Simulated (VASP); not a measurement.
# SiO2 (lda) (P4_2/mnm) in VASP: a series of runs

Runs on SiO2 (lda). Level: LDA. Tasks: single point, relaxation of cell and atoms.

All numbers are computed with VASP 6.6.1; they aren't measurements. Logs are shortened: lines on timing, memory, paths and dates and some standing lists are left out, and cuts for length are marked.

**1. The cell of the first run**

Symmetry: P4_2/mnm, No. 136, tetragonal system. Conventional cell: a = 4.155 Å, b = 4.155 Å, c = 2.661 Å, α = 90.00°, β = 90.00°, γ = 90.00°. Within 2.3 Å of Si (site symmetry mmm) lie 6 O at 1.75 to 1.80 Å. Within 2.3 Å of O (site symmetry m2m) lie 3 Si at 1.75 to 1.80 Å and 1 O at 2.28 Å.

**2. Single point, LDA**

The input, INCAR:

```
SYSTEM = SiO2
PREC = Accurate
ENCUT = 520
EDIFF = 1E-7
ISMEAR = 0
SIGMA = 0.02
LREAL = .FALSE.
LASPH = .TRUE.
NELM = 80
ALGO = Normal
ISIF = 2
LWAVE = .FALSE.
LCHARG = .FALSE.
NBANDS = 25
```

The input, KPOINTS:

```
regular mesh
0
G
  6 6 8
  0 0 0
```

The input, POSCAR:

```
SiO2
1.0
    4.1549550501      0.0000000000      0.0000000000
    0.0000000000      4.1549550501      0.0000000000
    0.0000000000      0.0000000000      2.6613631894
Si O
2 4
Direct
    0.0000000000      0.0000000000      0.0000000000
    0.5000000000      0.5000000000      0.5000000000
    0.3055700494      0.3055700494      0.0000000000
    0.1944299506      0.8055700494      0.5000000000
    0.6944299506      0.6944299506      0.0000000000
    0.8055700494      0.1944299506      0.5000000000
```

Potentials or basis: VASP PAW LDA potentials, release 64 (Si, O).

Launch:

```sh
> cat potpaw_LDA.64/Si/POTCAR potpaw_LDA.64/O/POTCAR > POTCAR
> mpirun -np 1 vasp_std > vasp.out
```

OUTCAR:

```text
SYSTEM = SiO2
   PREC = Accurate
   ENCUT = 520
   EDIFF = 1E-7
   ISMEAR = 0
   LREAL = .FALSE.
   LASPH = .TRUE.
   NELM = 80
   ISIF = 2

 ion  position               nearest neighbor table
   1  0.000  0.000  0.000-   4 1.75   6 1.75   4 1.75   6 1.75   5 1.80   3 1.80
   2  0.500  0.500  0.500-   3 1.75   5 1.75   3 1.75   5 1.75   4 1.80   6 1.80
   3  0.306  0.306  0.000-   2 1.75   2 1.75   1 1.80
   4  0.194  0.806  0.500-   1 1.75   1 1.75   2 1.80
   5  0.694  0.694  0.000-   2 1.75   2 1.75   1 1.80
   6  0.806  0.194  0.500-   1 1.75   1 1.75   2 1.80

  LATTYP: Found a simple tetragonal cell.
 ALAT       =     4.1549550501
 C/A-ratio  =     0.6405275526

  Lattice vectors:

 A1 = (   4.1549550501,   0.0000000000,   0.0000000000)
 A2 = (   0.0000000000,   4.1549550501,   0.0000000000)
 A3 = (   0.0000000000,   0.0000000000,   2.6613631894)

Analysis of symmetry for initial positions (statically):
=====================================================================
 Subroutine PRICEL returns:
 Original cell was already a primitive cell.

 Routine SETGRP: Setting up the symmetry group for a
 simple tetragonal supercell.

 Subroutine GETGRP returns: Found 16 space group operations
 (whereof  8 operations were pure point group operations)
 out of a pool of 16 trial point group operations.

The static configuration has the point symmetry D_2h.
 The point group associated with its full space group is D_4h.

Analysis of symmetry for dynamics (positions and initial velocities):
=====================================================================
 Subroutine PRICEL returns:
 Original cell was already a primitive cell.

 Routine SETGRP: Setting up the symmetry group for a
 simple tetragonal supercell.

 Subroutine GETGRP returns: Found 16 space group operations
 (whereof  8 operations were pure point group operations)
 out of a pool of 16 trial point group operations.

The dynamic configuration has the point symmetry D_2h.
 The point group associated with its full space group is D_4h.

 Subroutine INISYM returns: Found 16 space group operations
 (whereof  8 operations are pure point group operations),
 and found     1 'primitive' translations

----------------------------------------------------------------------------------------

                                     Primitive cell

[... 99 lines left out ...]
   LREAL  =      F    real-space projection
   EDIFFG = 0.1E-05   stopping-criterion for IOM
   NSW    =      0    number of steps for IOM
   IBRION =     -1    ionic relax: 0-MD 1-quasi-New 2-CG
   NFREE  =      0    steps in history (QN), initial steepest desc. (CG)
   ISIF   =      2    stress and relaxation
   ISYM   =      2    0-nonsym 1-usesym 2-fastsym
   POTIM  = 0.5000    time-step for ionic-motion
   TEBEG  =    0.0;   TEEND  =   0.0 temperature during run
   PSTRESS=    0.0 pullay stress
   NELECT =      32.0000    total number of electrons
   NUPDOWN=      -1.0000    fix difference up-down
   EMIN   =  10.00;   EMAX   =-10.00  energy-range for DOS
   EFERMI =   0.00;   METHOD = LEGACY
   ISMEAR =     0;   SIGMA  =   0.02  broadening in eV -4-tet -1-fermi 0-gaus
   EFERMI_NEDOS =   21; number of points for ismear=-14 and -15
   IALGO  =     38    algorithm
   IMIX   =      4    mixing-type and parameters
     AMIX     =   0.40;   BMIX     =  1.00
     AMIX_MAG =   1.60;   BMIX_MAG =  1.00
  volume/ion in A,a.u.               =       7.66        51.68
  Fermi-wavevector in a.u.,A,eV,Ry     =   1.451151  2.742277 28.651675  2.105839
  Thomas-Fermi vector in A             =   2.568681
   LORBIT       =      0    0 simple, 1 ext, 2 COOP (PROOUT), +10 PAW based schemes
   GGA     = CA    functional components
   LHFCALC =     F    Hartree Fock is set to
   AEXX    =    0.0000 exact exchange contribution
   IVDW    =     0    specifies the selected vdW correction
   LEPSILON=     F    determine dielectric tensor
   LRPA    =     F    only Hartree local field effects (RPA)
 non-spin polarized calculation
 Gauss-broadening in eV      SIGMA  =   0.02
  energy-cutoff  :      520.00
  volume of cell :       45.94
 maximum number of plane-waves:      1266
 NGX is ok and might be reduce to    32
   NGX = 15   NGY = 15   NGZ =  9

 number of electron      31.9999969 magnetization

 Free energy of the ion-electron system (eV)
  ---------------------------------------------------
  ext. energy  EPLUGINS =         0.00000000
  ---------------------------------------------------
  free energy    TOTEN  =       -51.96951761 eV

  energy without entropy =      -51.96951761  energy(sigma->0) =      -51.96951761

 E-fermi :   8.4823     XC(G=0): -12.8030

 val. band max:        8.2978121656   @ k =   0.0000   0.0000   0.0000
 cond. band min:      14.1160491237   @ k =   0.0000   0.0000   0.0000
 fundamental gap:      5.8182369581
 Fermi energy:         8.4822699405

 k-point     1 :       0.0000    0.0000    0.0000
  band No.  band energies     occupation
      1     -14.2640      2.00000
      2     -10.4444      2.00000
      3     -10.4444      2.00000
      4     -10.1774      2.00000
      5      -2.7304      2.00000
      6       1.7004      2.00000
[... 661 lines left out ...]
     24      20.9831      0.00000
     25      21.8004      0.00000

 [... further k-points ...]

------------------------ aborting loop because EDIFF is reached ----------------------------------------

  FORCE on cell =-STRESS in cart. coord.  units (eV):
  Direction    XX          YY          ZZ          XY          YZ          ZX
  --------------------------------------------------------------------------------------
  -------------------------------------------------------------------------------------
  Total        0.2289316      0.2289316      0.5043334     -0.0000000      0.0000000      0.0000000
  in kB        7.9832459      7.9832459     17.5869881     -0.0000000      0.0000000      0.0000000
  external PRESSURE =      11.1844933 kB  Pullay stress =       0.0000000 kB

 VOLUME and BASIS-vectors are now :
 -----------------------------------------------------------------------------
  energy-cutoff  :      520.00
  volume of cell :       45.94
      direct lattice vectors                 reciprocal lattice vectors
     4.154955050  0.000000000  0.000000000     0.240676491  0.000000000  0.000000000
     0.000000000  4.154955050  0.000000000     0.000000000  0.240676491  0.000000000
     0.000000000  0.000000000  2.661363189     0.000000000  0.000000000  0.375747288

 POSITION                                       TOTAL-FORCE (eV/Angst)
 -----------------------------------------------------------------------------------
      0.00000      0.00000      0.00000         0.000000     -0.000000      0.000000
      2.07748      2.07748      1.33068         0.000000     -0.000000      0.000000
      1.26963      1.26963      0.00000        -0.024327     -0.024327      0.000000
      0.80785      3.34711      1.33068         0.024327     -0.024327      0.000000
      2.88533      2.88533      0.00000         0.024327      0.024327     -0.000000
      3.34711      0.80785      1.33068        -0.024327      0.024327     -0.000000
 -----------------------------------------------------------------------------------
    total drift:                                0.000000     -0.000000      0.000000

  FREE ENERGIE OF THE ION-ELECTRON SYSTEM (eV)
  ---------------------------------------------------
  free  energy   TOTEN  =       -51.9695176056 eV

  energy  without entropy=      -51.9695176056  energy(sigma->0) =      -51.96951761
```

It used 64 s of CPU time on 1 thread of AMD EPYC 7R13 Processor (Zen 3), on a shared host.

What came out:

```yaml
Free_energy: -51.9695 eV
Pressure: 1.1 GPa
Largest_force: 0.034 eV/Å
Band_gap_on_the_k_mesh: 5.82 eV, direct
```

Forces on the atoms (eV/Å):
```
Si   0.000  0.000  0.000
Si   0.000  0.000  0.000
O   -0.024 -0.024  0.000
O    0.024 -0.024  0.000
O    0.024  0.024  0.000
O   -0.024  0.024  0.000
```

**3. Relaxation of cell and atoms, LDA**

This run uses another cell than the first one, of 7.79 Å³/atom, 1.018 times its volume.

The input, INCAR:

```
  PREC = Accurate
  ENCUT = 600
  EDIFF = 1E-7
  ISMEAR = 0
  SIGMA = 0.02
  LREAL = F
  LASPH = T
  NELM = 100
  ALGO = Normal
  ISIF = 3
  LWAVE = F
  LCHARG = F
  IBRION = 2
  NSW = 100
  EDIFFG = -0.002
```

The input, KPOINTS:

```
Automatic mesh
0
Gamma
  6 6 8
```

The input, POSCAR:

```
SiO2
1.0
    4.1865000000      0.0000000000      0.0000000000
    0.0000000000      4.1865000000      0.0000000000
    0.0000000000      0.0000000000      2.6684000000
Si O
2 4
Direct
    0.0000000000      0.0000000000      0.0000000000
    0.5000000000      0.5000000000      0.5000000000
    0.3059000000      0.3059000000      0.0000000000
    0.1941000000      0.8059000000      0.5000000000
    0.6941000000      0.6941000000      0.0000000000
    0.8059000000      0.1941000000      0.5000000000
```

Potentials or basis: VASP PAW LDA potentials, release 64 (Si, O).

Launch:

```sh
> cat potpaw_LDA.64/Si/POTCAR potpaw_LDA.64/O/POTCAR > POTCAR
> mpirun -np 1 vasp_std > vasp.out
```

OUTCAR:

```text
PREC = Accurate
   ENCUT = 600
   EDIFF = 1E-7
   ISMEAR = 0
   LREAL = F
   LASPH = T
   NELM = 100
   ISIF = 3
   IBRION = 2
   NSW = 100
   EDIFFG = -0.002

 ion  position               nearest neighbor table
   1  0.000  0.000  0.000-   4 1.76   6 1.76   4 1.76   6 1.76   5 1.81   3 1.81
   2  0.500  0.500  0.500-   3 1.76   5 1.76   3 1.76   5 1.76   4 1.81   6 1.81
   3  0.306  0.306  0.000-   2 1.76   2 1.76   1 1.81
   4  0.194  0.806  0.500-   1 1.76   1 1.76   2 1.81
   5  0.694  0.694  0.000-   2 1.76   2 1.76   1 1.81
   6  0.806  0.194  0.500-   1 1.76   1 1.76   2 1.81

  LATTYP: Found a simple tetragonal cell.
 ALAT       =     4.1865000000
 C/A-ratio  =     0.6373820614

  Lattice vectors:

 A1 = (   4.1865000000,   0.0000000000,   0.0000000000)
 A2 = (   0.0000000000,   4.1865000000,   0.0000000000)
 A3 = (   0.0000000000,   0.0000000000,   2.6684000000)

Analysis of symmetry for initial positions (statically):
=====================================================================
 Subroutine PRICEL returns:
 Original cell was already a primitive cell.

[... 185 lines left out ...]
  FORCE on cell =-STRESS in cart. coord.  units (eV):
  Direction    XX          YY          ZZ          XY          YZ          ZX
  --------------------------------------------------------------------------------------
  -------------------------------------------------------------------------------------
  Total       -1.5712637     -1.5712637     -1.0441739      0.0000000      0.0000000      0.0000000
  in kB      -53.8277889    -53.8277889    -35.7709350      0.0000000      0.0000000      0.0000000
  external PRESSURE =     -47.8088376 kB  Pullay stress =       0.0000000 kB
[... 227 lines left out ...]
--------------------------------------- Ionic step        7  -------------------------------------------

 number of electron      31.9999996 magnetization

 Free energy of the ion-electron system (eV)
  ---------------------------------------------------
  ext. energy  EPLUGINS =         0.00000000
  ---------------------------------------------------
  free energy    TOTEN  =       -51.99030187 eV

  energy without entropy =      -51.99030187  energy(sigma->0) =      -51.99030187

 E-fermi :   8.4529     XC(G=0): -12.7972

 val. band max:        8.2814073414   @ k =   0.0000   0.0000   0.0000
 cond. band min:      14.0630663632   @ k =   0.0000   0.0000   0.0000
 fundamental gap:      5.7816590218
 Fermi energy:         8.4528822718

 k-point     1 :       0.0000    0.0000    0.0000
  band No.  band energies     occupation
      1     -14.2635      2.00000
      2     -10.4511      2.00000
      3     -10.4511      2.00000
      4     -10.1690      2.00000
      5      -2.7528      2.00000
      6       1.6959      2.00000
[... 541 lines left out ...]
     19      18.7419      0.00000
     20      18.7419      0.00000

 [... further k-points ...]

------------------------ aborting loop because EDIFF is reached ----------------------------------------

  FORCE on cell =-STRESS in cart. coord.  units (eV):
  Direction    XX          YY          ZZ          XY          YZ          ZX
  --------------------------------------------------------------------------------------
  -------------------------------------------------------------------------------------
  Total        0.0014065      0.0014065     -0.0002142      0.0000000      0.0000000      0.0000000
  in kB        0.0489856      0.0489856     -0.0074602      0.0000000      0.0000000      0.0000000
  external PRESSURE =       0.0301704 kB  Pullay stress =       0.0000000 kB
[... 21 lines left out ...]
  FREE ENERGIE OF THE ION-ELECTRON SYSTEM (eV)
  ---------------------------------------------------
  free  energy   TOTEN  =       -51.9903018687 eV

  energy  without entropy=      -51.9903018687  energy(sigma->0) =      -51.99030187

 reached required accuracy - stopping structural energy minimisation
```

OSZICAR:

```text
N       E                     dE             d eps       ncg     rms          rms(c)
DAV:   1     0.176475908440E+03    0.17648E+03   -0.19920E+04  2016   0.174E+03
DAV:   2    -0.492514343680E+02   -0.22573E+03   -0.21710E+03  2684   0.344E+02
DAV:   3    -0.567829472379E+02   -0.75315E+01   -0.75097E+01  2400   0.668E+01
[... 53 lines left out ...]
       N       E                     dE             d eps       ncg     rms          rms(c)
DAV:   1    -0.519903051389E+02   -0.78044E-05   -0.68245E-04  2108   0.229E-01    0.143E-02
DAV:   2    -0.519903030122E+02    0.21267E-05   -0.94749E-06  2348   0.251E-02    0.753E-03
DAV:   3    -0.519903019322E+02    0.10800E-05   -0.97114E-07  2336   0.876E-03    0.179E-03
DAV:   4    -0.519903018687E+02    0.63541E-07   -0.12449E-07  1236   0.319E-03
   7 F= -.51990302E+02 E0= -.51990302E+02  d E =-.271270E-04
```

It used 320 s of CPU time on 1 thread of AMD EPYC 7R13 Processor (Zen 3) (shared host).

What came out:

```yaml
Free_energy: -51.9903 eV
Relaxed_volume: 7.67 Å³/atom
Relaxed_cell: a = 4.154 Å, b = 4.154 Å, c = 2.666 Å, α = 90.00°, β = 90.00°, γ = 90.00°
Space_group_after_relaxing_to_0.05_Å: P4_2/mnm (No. 136)
Energy_gained_by_relaxing: 2.1 meV/atom
Ionic_steps: 7
Pressure_after_relaxing: 0.0 GPa
Band_gap_on_the_k_mesh: 5.78 eV, direct
```

The path:
| step | energy change (eV) | largest force (eV/Å) | pressure (GPa) | volume (Å³) |
| --- | --- | --- | --- | --- |
| 1 | 0.0000 | 0.0469 | -4.78 | 46.77 |
| 2 | 0.0072 | 0.2884 | 6.70 | 45.21 |
| 3 | -0.0109 | 0.0964 | 0.04 | 46.08 |
| 4 | -0.0125 | 0.0051 | 0.04 | 46.00 |
| 5 | -0.0125 | 0.0145 | 0.04 | 46.00 |
| 6 | -0.0125 | 0.0056 | -0.01 | 46.01 |
| 7 | -0.0125 | 0.0003 | 0.00 | 46.00 |

Final structure:
```
CELL_PARAMETERS angstrom
4.15402 0.00000 0.00000
0.00000 4.15402 0.00000
0.00000 0.00000 2.66598
ATOMIC_POSITIONS crystal
Si 0.00000 0.00000 0.00000
Si 0.50000 0.50000 0.50000
O 0.30539 0.30539 0.00000
O 0.19461 0.80539 0.50000
O 0.69461 0.69461 0.00000
O 0.80539 0.19461 0.50000
```
